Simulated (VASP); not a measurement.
# Ta (Pm-3m) in VASP: further runs

Runs on Ta. Level: LDA. Tasks: single point, relaxation of cell and atoms.

Program: VASP 6.6.1. These are calculated values, not measurements. Logs are shortened: lines on timing, memory, paths and dates and some standing lists are left out, and cuts for length are marked.

## Step 1: The cell of the first run

It takes space group Pm-3m (No. 221, cubic). Conventional cell: a = 2.719 Å, b = 2.719 Å, c = 2.719 Å, α = 90.00°, β = 90.00°, γ = 90.00°. Ta (site symmetry m-3m) has 6 Ta at 2.72 Å within 3.6 Å.

## Step 2: Single point, LDA (volume scaled by 1.04)

INCAR

```
SYSTEM = Ta
PREC = Accurate
ENCUT = 520
EDIFF = 1E-6
ISMEAR = -1
SIGMA = 0.1
LREAL = .False.
LASPH = .True.
NELM = 60
ALGO = Normal
ISIF = 2
LWAVE = .False.
LCHARG = .False.
GGA = CA
NBANDS = 12
```

KPOINTS

```
Automatic mesh
0
Gamma
  13 13 13
  0 0 0
```

POSCAR

```
Ta
1.0
    2.7190727746      0.0000000000      0.0000000000
    0.0000000000      2.7190727746      0.0000000000
    0.0000000000      0.0000000000      2.7190727746
Ta
1
Direct
    0.0000000000      0.0000000000      0.0000000000
```

Potentials or basis: VASP PAW LDA potentials, release 64 (Ta_pv).

Started as:

```bash
$ cat potpaw_LDA.64/Ta_pv/POTCAR > POTCAR
$ mpirun -np 1 vasp_std > vasp.out
```

OUTCAR:

```text
SYSTEM = Ta
   PREC = Accurate
   ENCUT = 520
   EDIFF = 1E-6
   ISMEAR = -1
   LREAL = .False.
   LASPH = .True.
   NELM = 60
   ISIF = 2
   GGA = CA

 ion  position               nearest neighbor table
   1  0.000  0.000  0.000-

  LATTYP: Found a simple cubic cell.
 ALAT       =     2.7190727746

  Lattice vectors:

 A1 = (   2.7190727746,   0.0000000000,   0.0000000000)
 A2 = (   0.0000000000,   2.7190727746,   0.0000000000)
 A3 = (   0.0000000000,   0.0000000000,   2.7190727746)

Analysis of symmetry for initial positions (statically):
=====================================================================
 Subroutine PRICEL returns:
 Original cell was already a primitive cell.

 Routine SETGRP: Setting up the symmetry group for a
 simple cubic supercell.

 Subroutine GETGRP returns: Found 48 space group operations
 (whereof 48 operations were pure point group operations)
 out of a pool of 48 trial point group operations.

The static configuration has the point symmetry O_h .

Analysis of symmetry for dynamics (positions and initial velocities):
=====================================================================
 Subroutine PRICEL returns:
 Original cell was already a primitive cell.

 Routine SETGRP: Setting up the symmetry group for a
 simple cubic supercell.

 Subroutine GETGRP returns: Found 48 space group operations
 (whereof 48 operations were pure point group operations)
 out of a pool of 48 trial point group operations.

The dynamic configuration has the point symmetry O_h .

 Subroutine INISYM returns: Found 48 space group operations
 (whereof 48 operations are pure point group operations),
 and found     1 'primitive' translations

----------------------------------------------------------------------------------------

                                     Primitive cell

  volume of cell :      20.1031

  direct lattice vectors                    reciprocal lattice vectors
     2.719072775  0.000000000  0.000000000     0.367772429  0.000000000  0.000000000
     0.000000000  2.719072775  0.000000000     0.000000000  0.367772429  0.000000000
     0.000000000  0.000000000  2.719072775     0.000000000  0.000000000  0.367772429

  length of vectors
     2.719072775  2.719072775  2.719072775     0.367772429  0.367772429  0.367772429

  position of ions in fractional coordinates (direct lattice)
     0.000000000  0.000000000  0.000000000

  ion indices of the primitive-cell ions
   primitive index   ion index
                 1           1

----------------------------------------------------------------------------------------

 KPOINTS: Automatic mesh

Automatic generation of k-mesh.
 Grid dimensions read from file:
 generate k-points for:   13   13   13

 Generating k-lattice:

  Cartesian coordinates                     Fractional coordinates (reciprocal lattice)
     0.028290187  0.000000000  0.000000000     0.076923077  0.000000000  0.000000000
     0.000000000  0.028290187  0.000000000     0.000000000  0.076923077  0.000000000
     0.000000000  0.000000000  0.028290187     0.000000000  0.000000000  0.076923077

  Length of vectors
     0.028290187  0.028290187  0.028290187

  Shift w.r.t. Gamma in fractional coordinates (k-lattice)
     0.000000000  0.000000000  0.000000000

 Subroutine IBZKPT returns following result:
 ===========================================

 Found     84 irreducible k-points:

 Following reciprocal coordinates:
            Coordinates               Weight
  0.000000  0.000000  0.000000      1.000000
  0.076923  0.000000  0.000000      6.000000
  0.153846  0.000000  0.000000      6.000000
  0.230769  0.000000  0.000000      6.000000
  0.307692  0.000000  0.000000      6.000000
  0.384615  0.000000  0.000000      6.000000
[... 16 lines left out ...]
  0.307692  0.307692  0.000000     12.000000
  0.384615  0.307692  0.000000     24.000000
 [... further k-points ...]
   k-points           NKPTS =     84   k-points in BZ     NKDIM =     84   number of bands    NBANDS=     12
   number of dos      NEDOS =    301   number of ions     NIONS =      1
   total plane-waves  NPLWV =   8000
   dimension x,y,z NGX =    20 NGY =   20 NGZ =   20
   dimension x,y,z NGXF=    40 NGYF=   40 NGZF=   40
   ions per type =               1
   NGX,Y,Z   is equivalent  to a cutoff of  12.23, 12.23, 12.23 a.u.
   NGXF,Y,Z  is equivalent  to a cutoff of  24.46, 24.46, 24.46 a.u.
 SYSTEM =  Ta
   PREC   = accura    normal or accurate (medium, high low for compatibility)
   ISTART =      0    job   : 0-new  1-cont  2-samecut
   ICHARG =      2    charge: 1-file 2-atom 10-const
   ISPIN  =      1    spin polarized calculation?
   LNONCOLLINEAR =      F non collinear calculations
   LSORBIT =      F    spin-orbit coupling
   LASPH  =      T    aspherical Exc in radial PAW
   ENCUT  =  520.0 eV  38.22 Ry    6.18 a.u.   5.06  5.06  5.06*2*pi/ulx,y,z
   NELM   =     60;   NELMIN=  2; NELMDL= -5     # of ELM steps
   EDIFF  = 0.1E-05   stopping-criterion for ELM
   LREAL  =      F    real-space projection
   EDIFFG = 0.1E-04   stopping-criterion for IOM
   NSW    =      0    number of steps for IOM
   IBRION =     -1    ionic relax: 0-MD 1-quasi-New 2-CG
   NFREE  =      0    steps in history (QN), initial steepest desc. (CG)
   ISIF   =      2    stress and relaxation
   ISYM   =      2    0-nonsym 1-usesym 2-fastsym
   POTIM  = 0.5000    time-step for ionic-motion
   TEBEG  =    0.0;   TEEND  =   0.0 temperature during run
   PSTRESS=    0.0 pullay stress
   NELECT =      11.0000    total number of electrons
   NUPDOWN=      -1.0000    fix difference up-down
   EMIN   =  10.00;   EMAX   =-10.00  energy-range for DOS
   EFERMI =   0.00;   METHOD = LEGACY
   ISMEAR =    -1;   SIGMA  =   0.10  broadening in eV -4-tet -1-fermi 0-gaus
   EFERMI_NEDOS =   21; number of points for ismear=-14 and -15
   IALGO  =     38    algorithm
   IMIX   =      4    mixing-type and parameters
     AMIX     =   0.40;   BMIX     =  1.00
     AMIX_MAG =   1.60;   BMIX_MAG =  1.00
  volume/ion in A,a.u.               =      20.10       135.66
  Fermi-wavevector in a.u.,A,eV,Ry     =   1.339013  2.530368 24.394656  1.792957
  Thomas-Fermi vector in A             =   2.467439
   LORBIT       =      0    0 simple, 1 ext, 2 COOP (PROOUT), +10 PAW based schemes
   GGA     = CA    functional components
   LHFCALC =     F    Hartree Fock is set to
   AEXX    =    0.0000 exact exchange contribution
   IVDW    =     0    specifies the selected vdW correction
   LEPSILON=     F    determine dielectric tensor
   LRPA    =     F    only Hartree local field effects (RPA)
 non-spin polarized calculation
  energy-cutoff  :      520.00
  volume of cell :       20.10
 maximum number of plane-waves:       552
   NGX = 11   NGY = 11   NGZ = 11

 number of electron      11.0000006 magnetization

 Free energy of the ion-electron system (eV)
  ---------------------------------------------------
  ext. energy  EPLUGINS =         0.00000000
  ---------------------------------------------------
  free energy    TOTEN  =       -11.70617809 eV

  energy without entropy =      -11.67569404  energy(sigma->0) =      -11.69093607

 E-fermi :   4.5537     XC(G=0): -12.1245

 val. band max:        4.5302544902   @ k =   0.3846   0.3846   0.2308
 cond. band min:       4.5576535044   @ k =   0.2308   0.2308   0.1538
 fundamental gap:      0.0273990142
 Fermi energy:         4.5537129702

 k-point     1 :       0.0000    0.0000    0.0000
  band No.  band energies     occupation
      1     -28.6308      2.00000
      2     -28.6308      2.00000
      3     -28.6308      2.00000
      4      -2.7334      2.00000
      5       1.8413      2.00000
      6       1.8413      2.00000
      7      10.7647      0.00000
      8      10.7647      0.00000
      9      10.7647      0.00000
     10      17.9593      0.00000
     11      19.3089      0.00000
     12      19.3089      0.00000

 k-point     2 :       0.0769    0.0000    0.0000
  band No.  band energies     occupation
      1     -28.7112      2.00000
      2     -28.6240      2.00000
      3     -28.6240      2.00000
      4      -2.5491      2.00000
      5       1.8909      2.00000
      6       2.0334      2.00000
      7      10.4264      0.00000
      8      10.4264      0.00000
      9      10.7877      0.00000
     10      17.9517      0.00000
     11      18.3690      0.00000
     12      19.7353      0.00000

 k-point     3 :       0.1538    0.0000    0.0000
  band No.  band energies     occupation
      1     -28.9296      2.00000
      2     -28.6054      2.00000
      3     -28.6054      2.00000
      4      -2.0435      2.00000
      5       2.0321      2.00000
      6       2.5891      2.00000
      7       9.6210      0.00000
      8       9.6210      0.00000
      9      10.8519      0.00000
     10      16.6285      0.00000
     11      17.9661      0.00000
     12      20.7889      0.00000
[... 286 lines left out ...]
 k-point    23 :       0.3077    0.3077    0.0000
  band No.  band energies     occupation
      1     -29.4373      2.00000
      2     -29.4036      2.00000
      3     -28.4736      2.00000
      4       1.1455      2.00000
      5       2.7675      2.00000
      6       6.2318      0.00000
      7       6.7173      0.00000
      8       8.1828      0.00000
      9       8.5506      0.00000
     10      15.7178      0.00000
     11      17.6910      0.00000
     12      18.0222      0.00000

 k-point    24 :       0.3846    0.3077    0.0000
  band No.  band energies     occupation
      1     -29.6562      2.00000
      2     -29.3877      2.00000
      3     -28.4509      2.00000
      4       1.3937      2.00000
      5       2.5497      2.00000
      6       6.4743      0.00000
      7       7.7640      0.00000
      8       7.9899      0.00000
      9       8.5394      0.00000
     10      14.9929      0.00000
     11      17.9254      0.00000
     12      18.4058      0.00000

 [... further k-points ...]
[... 5 lines left out ...]
  --------------------------------------------------------------------------------------
  -------------------------------------------------------------------------------------
  Total       -0.7011374     -0.7011374     -0.7011374      0.0000000      0.0000000      0.0000000
  in kB      -55.8793347    -55.8793347    -55.8793347      0.0000000      0.0000000      0.0000000
  external PRESSURE =     -55.8793347 kB  Pullay stress =       0.0000000 kB

 VOLUME and BASIS-vectors are now :
 -----------------------------------------------------------------------------
  energy-cutoff  :      520.00
  volume of cell :       20.10
      direct lattice vectors                 reciprocal lattice vectors
     2.719072775  0.000000000  0.000000000     0.367772429  0.000000000  0.000000000
     0.000000000  2.719072775  0.000000000     0.000000000  0.367772429  0.000000000
     0.000000000  0.000000000  2.719072775     0.000000000  0.000000000  0.367772429

 POSITION                                       TOTAL-FORCE (eV/Angst)
 -----------------------------------------------------------------------------------
      0.00000      0.00000      0.00000         0.000000      0.000000      0.000000
 -----------------------------------------------------------------------------------
    total drift:                                0.000000      0.000000      0.000000

  FREE ENERGIE OF THE ION-ELECTRON SYSTEM (eV)
  ---------------------------------------------------
  free  energy   TOTEN  =       -11.7061780937 eV

  energy  without entropy=      -11.6756940365  energy(sigma->0) =      -11.69093607
```

Run time: 15 s. Hardware: 1 thread of Intel Xeon 8259CL, shared host; peak memory 0.13 GiB.

What came out:

| Quantity | Value |
| --- | --- |
| Free energy | -11.7062 eV |
| Pressure | -5.6 GPa |

Caveat: spin-orbit coupling is left out, which moves the levels of the heavy elements.

(Continued in part 2 of 2.)
